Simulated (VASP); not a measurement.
# FeO (Fm-3m) in VASP: further runs, part 2 of 2

VASP 6.6.1.

**3. Single point, LDA, collinear spin, ferromagnetic start**

Contents of INCAR:

```
SYSTEM = FeO
ALGO     = Normal         ! electronic algorithm
EDIFF    = 1E-6           ! SCF threshold, eV
ENCUT    = 600            ! plane-wave cutoff, eV
GGA      = CA             ! functional
GGA_COMPAT= .False.      
ISIF     = 2              ! what is computed and relaxed
ISMEAR   = -1             ! smearing method
ISPIN    = 2              ! spin polarisation
LASPH    = .True.         ! aspherical terms in the spheres
LCHARG   = .False.        ! write CHGCAR
LMAXMIX  = 4              ! l up to which the mixer works
LORBIT   = 11             ! projections on sites
LREAL    = .False.        ! projectors in reciprocal space
LWAVE    = .False.        ! write WAVECAR
MAGMOM   = 0.83 -0.01     ! initial moments
NBANDS   = 18             ! bands
NELM     = 200            ! most SCF steps
NUPDOWN  = 0.8            ! fixed moment
PREC     = Accurate       ! precision mode
SIGMA    = 0.15           ! smearing width, eV
```

Contents of KPOINTS:

```
k-points
0
Gamma
  13 13 13
  0 0 0
```

Contents of POSCAR:

```
FeO
1.0
    0.0000000000      2.1554000000      2.1554000000
    2.1554000000      0.0000000000      2.1554000000
    2.1554000000      2.1554000000      0.0000000000
Fe O
1 1
Direct
    0.0000000000      0.0000000000      0.0000000000
    0.5000000000      0.5000000000      0.5000000000
```

Potentials or basis: VASP PAW LDA potentials, release 64 (Fe, O).

Started as:

```console
$ cat potpaw_LDA.64/Fe/POTCAR potpaw_LDA.64/O/POTCAR > POTCAR
$ mpirun -np 1 vasp_std > vasp.out
```

Wall time 25 s (1 thread of Intel Xeon Platinum 8559C (Emerald Rapids), shared host); peak memory 0.17 GiB.

It converged, with:

```yaml
Free_energy: -15.5877 eV
Pressure: -37.3 GPa
Net_moment: 0.80 μB per cell
Site_moments: Fe +0.79; O -0.00 μB
Valence_electrons_inside_the_program's_atomic_spheres: Fe 6.88; O 4.88
```

Caveat: the cell stands under tension; the total moment is fixed, so each spin has its own Fermi level; a cell with one magnetic atom can't hold antiferromagnetic order, which such compounds often take.

**4. Single point, LDA, collinear spin, ferromagnetic start**

Contents of INCAR:

```
SYSTEM = FeO
ALGO = Normal
EDIFF = 1E-6
ENCUT = 600
GGA_COMPAT = .FALSE.
ISIF = 2
ISMEAR = -1
ISPIN = 2
LASPH = .TRUE.
LCHARG = .FALSE.
LMAXMIX = 4
LORBIT = 11
LREAL = .FALSE.
LWAVE = .FALSE.
MAGMOM = 1.74 0.01
NBANDS = 18
NELM = 200
NUPDOWN = 1.7
PREC = Accurate
SIGMA = 0.15
```

Contents of KPOINTS:

```
k-points
0
G
  13 13 13
  0 0 0
```

POSCAR is that of step 3.

Started as:

```console
$ cat potpaw_LDA.64/Fe/POTCAR potpaw_LDA.64/O/POTCAR > POTCAR
$ mpirun -np 1 vasp_std > vasp.out
```

It took 33 s on 1 thread of Intel Xeon Platinum 8559C (Emerald Rapids), shared host; peak memory 0.18 GiB.

Results (log left out):

- Free energy: -15.8400 eV
- Pressure: -34.5 GPa
- Net moment: 1.70 μB per cell
- Site moments: Fe +1.66; O +0.01 μB
- Valence electrons inside the program's atomic spheres: Fe 6.87; O 4.89

Caveat: the cell stands under tension; the total moment is fixed, so each spin has its own Fermi level; a cell with one magnetic atom can't hold antiferromagnetic order, which such compounds often take.

**5. Single point, LDA, collinear spin, ferromagnetic start**

Contents of INCAR:

```
PREC     = Accurate       # precision mode
ENCUT    = 600            # plane-wave cutoff, eV
EDIFF    = 1E-6           # SCF threshold, eV
ISMEAR   = -1             # smearing method
SIGMA    = 0.15           # smearing width, eV
LREAL    = False          # projectors in reciprocal space
LASPH    = True           # aspherical terms in the spheres
NELM     = 200            # most SCF steps
ALGO     = Normal         # electronic algorithm
ISIF     = 2              # what is computed and relaxed
LWAVE    = False          # write WAVECAR
LCHARG   = True           # write CHGCAR
ISPIN    = 2              # spin polarisation
MAGMOM   = 2.5 0.06       # initial moments
LORBIT   = 11             # projections on sites
NUPDOWN  = 2.5            # fixed moment
LMAXMIX  = 4              # l up to which the mixer works
GGA      = CA             # functional
LELF     = True           # ELF
LVHAR    = True         
NBANDS   = 18             # bands
GGA_COMPAT= False
```

Contents of KPOINTS:

```
Automatic mesh
0
Gamma
  13 13 13
```

POSCAR is that of step 4.

Started as:

```console
$ cat potpaw_LDA.64/Fe/POTCAR potpaw_LDA.64/O/POTCAR > POTCAR
$ mpirun -np 1 vasp_std > vasp.out
```

Run time: 32 s. Hardware: 1 thread of Intel Xeon Platinum 8559C (Emerald Rapids), shared host; peak memory 0.17 GiB.

The run converged. Its results:

```yaml
Free_energy: -16.1310 eV
Pressure: -29.7 GPa
Net_moment: 2.50 μB per cell
Site_moments: Fe +2.39; O +0.06 μB
Valence_electrons_inside_the_program's_atomic_spheres: Fe 6.84; O 4.90
```

Caveat: the cell stands under tension; the total moment is fixed, so each spin has its own Fermi level; a cell with one magnetic atom can't hold antiferromagnetic order, which such compounds often take.

**6. Single point, LDA, collinear spin, ferromagnetic start**

Contents of INCAR:

```
SYSTEM = FeO
PREC = Accurate
ENCUT = 600
EDIFF = 1E-6
ISMEAR = -1
SIGMA = 0.15
LREAL = .FALSE.
LASPH = .TRUE.
NELM = 200
ALGO = Normal
ISIF = 2
LWAVE = .FALSE.
LCHARG = .TRUE.
ISPIN = 2
MAGMOM = 3.28 0.22
LORBIT = 11
NUPDOWN = 3.4
LMAXMIX = 4
GGA = CA
LELF = .TRUE.
LVHAR = .TRUE.
NBANDS = 18
GGA_COMPAT = .FALSE.
```

Contents of KPOINTS:

```
Automatic mesh
0
G
  13 13 13
  0 0 0
```

POSCAR is that of step 5.

Potentials or basis: VASP PAW LDA potentials, release 64 (Fe, O).

Started as:

```console
$ cat potpaw_LDA.64/Fe/POTCAR potpaw_LDA.64/O/POTCAR > POTCAR
$ mpirun -np 1 vasp_std > vasp.out
```

It took 27 s on 1 thread of Intel Xeon Platinum 8559C (Emerald Rapids), shared host; peak memory 0.18 GiB.

It converged, with:

```
Free energy                                           : -16.4037 eV
Pressure                                              : -21.7 GPa
Net moment                                            : 3.40 μB per cell
Site moments                                          : Fe +3.13; O +0.18 μB
Valence electrons inside the program's atomic spheres : Fe 6.80; O 4.93
```

Caveat: the cell stands under tension; the total moment is fixed, so each spin has its own Fermi level; a cell with one magnetic atom can't hold antiferromagnetic order, which such compounds often take.

**7. Single point, LDA, collinear spin, ferromagnetic start**

Contents of INCAR:

```
SYSTEM = FeO
PREC = Accurate
ENCUT = 600
EDIFF = 1E-6
ISMEAR = -1
SIGMA = 0.15
LREAL = .False.
LASPH = .True.
NELM = 200
ALGO = Normal
ISIF = 2
LWAVE = .False.
LCHARG = .False.
ISPIN = 2
MAGMOM = 3.84 0.45
LORBIT = 11
NUPDOWN = 4.2
LMAXMIX = 4
GGA = CA
NBANDS = 18
GGA_COMPAT = .False.
```

Contents of KPOINTS:

```
regular mesh
0
Gamma
  13 13 13
  0 0 0
```

POSCAR is that of step 6.

Potentials or basis: VASP PAW LDA potentials, release 64 (Fe, O).

Started as:

```console
$ cat potpaw_LDA.64/Fe/POTCAR potpaw_LDA.64/O/POTCAR > POTCAR
$ mpirun -np 1 vasp_std > vasp.out
```

OUTCAR:

```text
SYSTEM = FeO
   PREC = Accurate
   ENCUT = 600
   EDIFF = 1E-6
   ISMEAR = -1
   LREAL = .False.
   LASPH = .True.
   NELM = 200
   ISIF = 2
   ISPIN = 2
   LORBIT = 11
   NUPDOWN = 4.2
   GGA = CA

 ion  position               nearest neighbor table
   1  0.000  0.000  0.000-   2 2.16   2 2.16   2 2.16   2 2.16   2 2.16   2 2.16
   2  0.500  0.500  0.500-   1 2.16   1 2.16   1 2.16   1 2.16   1 2.16   1 2.16

  LATTYP: Found a face centered cubic cell.
 ALAT       =     4.3108000000

  Lattice vectors:

 A1 = (   0.0000000000,   2.1554000000,   2.1554000000)
[... 1221 lines left out ...]
  external PRESSURE =    -101.9594532 kB  Pullay stress =       0.0000000 kB

 VOLUME and BASIS-vectors are now :
 -----------------------------------------------------------------------------
  energy-cutoff  :      600.00
  volume of cell :       20.03
      direct lattice vectors                 reciprocal lattice vectors
     0.000000000  2.155400000  2.155400000    -0.231975503  0.231975503  0.231975503
     2.155400000  0.000000000  2.155400000     0.231975503 -0.231975503  0.231975503
     2.155400000  2.155400000  0.000000000     0.231975503  0.231975503 -0.231975503

 POSITION                                       TOTAL-FORCE (eV/Angst)
 -----------------------------------------------------------------------------------
      0.00000      0.00000      0.00000         0.000000      0.000000      0.000000
      2.15540      2.15540      2.15540        -0.000000     -0.000000     -0.000000
 -----------------------------------------------------------------------------------
    total drift:                                0.000000     -0.000000      0.000000

  FREE ENERGIE OF THE ION-ELECTRON SYSTEM (eV)
  ---------------------------------------------------
  free  energy   TOTEN  =       -16.2127092563 eV

  energy  without entropy=      -16.1035659080  energy(sigma->0) =      -16.15813758

 total charge

# of ion       s       p       d       tot
------------------------------------------
    1        0.319   0.372   6.055   6.746
    2        1.555   3.399   0.000   4.954
--------------------------------------------------
tot          1.873   3.771   6.055  11.700

 magnetization (x)

# of ion       s       p       d       tot
------------------------------------------
    1        0.050   0.027   3.593   3.670
    2        0.047   0.335   0.000   0.382
--------------------------------------------------
tot          0.096   0.362   3.593   4.051
```

OSZICAR:

```text
N       E                     dE             d eps       ncg     rms          rms(c)
DAV:   1     0.788151628706E+02    0.78815E+02   -0.75214E+03  6530   0.104E+03
DAV:   2    -0.137741175589E+02   -0.92589E+02   -0.82012E+02  6272   0.226E+02
DAV:   3    -0.190125183647E+02   -0.52384E+01   -0.51418E+01  7046   0.577E+01
DAV:   4    -0.190556632387E+02   -0.43145E-01   -0.43119E-01  7366   0.491E+00
DAV:   5    -0.190559953232E+02   -0.33208E-03   -0.33207E-03  7326   0.445E-01    0.159E+01
DAV:   6    -0.168381590706E+02    0.22178E+01   -0.15049E+01  8122   0.586E+01    0.217E+01
DAV:   7    -0.162557654298E+02    0.58239E+00   -0.25999E+00  7858   0.317E+01    0.102E+01
DAV:   8    -0.162389215325E+02    0.16844E-01   -0.16908E-01  6634   0.290E+00    0.540E+00
DAV:   9    -0.162125825354E+02    0.26339E-01   -0.33304E-02  9676   0.286E+00    0.710E-01
DAV:  10    -0.162128225421E+02   -0.24001E-03   -0.31605E-03  8698   0.142E+00    0.117E-01
DAV:  11    -0.162127110522E+02    0.11149E-03   -0.11063E-03  8386   0.455E-01    0.551E-02
DAV:  12    -0.162127098951E+02    0.11571E-05   -0.66693E-05  8880   0.809E-02    0.250E-02
DAV:  13    -0.162127092563E+02    0.63879E-06   -0.61979E-06  8682   0.336E-02
   1 F= -.16212709E+02 E0= -.16158138E+02  d E =-.109143E+00  mag=     4.2000
```

stdout:

```text
POSCAR found type information on POSCAR FeO
 POSCAR found :  2 types and       2 ions
 scaLAPACK will be used
 LDA part: xc-table for (Slater(with rela. corr.)+CA(PZ))
 , standard interpolation
 POSCAR, INCAR and KPOINTS ok, starting setup
 FFT: planning ... GRIDC
 FFT: planning ... GRID_SOFT
 FFT: planning ... GRID
 WAVECAR not read
 entering main loop
```

Run time: 25 s. Hardware: 1 thread of Intel Xeon Platinum 8559C (Emerald Rapids), shared host; peak memory 0.18 GiB.

Results:

- Free energy: -16.2127 eV
- Pressure: -10.2 GPa
- Net moment: 4.20 μB per cell
- Site moments: Fe +3.67; O +0.38 μB
- Valence electrons inside the program's atomic spheres: Fe 6.75; O 4.95

Caveat: the cell stands under tension; the total moment is fixed, so each spin has its own Fermi level; a cell with one magnetic atom can't hold antiferromagnetic order, which such compounds often take.

**8. Summary**

| spin | fixed moment (μB) | pressure (GPa) | moment (μB) |
| --- | --- | --- | --- |
| collinear, zero start | 0.0 | -37.5 | 0.00 |
| collinear, ferromagnetic start | 0.8 | -37.3 | 0.80 |
| collinear, ferromagnetic start | 1.7 | -34.5 | 1.70 |
| collinear, ferromagnetic start | 2.5 | -29.7 | 2.50 |
| collinear, ferromagnetic start | 3.4 | -21.7 | 3.40 |
| collinear, ferromagnetic start | 4.2 | -10.2 | 4.20 |

Alike in all rows: task single point; level LDA; potentials or basis VASP PAW LDA potentials, release 64 (Fe, O); cell as given; k mesh 13 × 13 × 13; cutoff (eV) 600; smearing fermi-dirac 0.15 eV.

Caveats: the cell stands under tension; the total moment is fixed, so each spin has its own Fermi level; a cell with one magnetic atom can't hold antiferromagnetic order, which such compounds often take (at least some runs).

Total energies depend on the potentials used, so only differences within one code and one set of settings carry meaning.
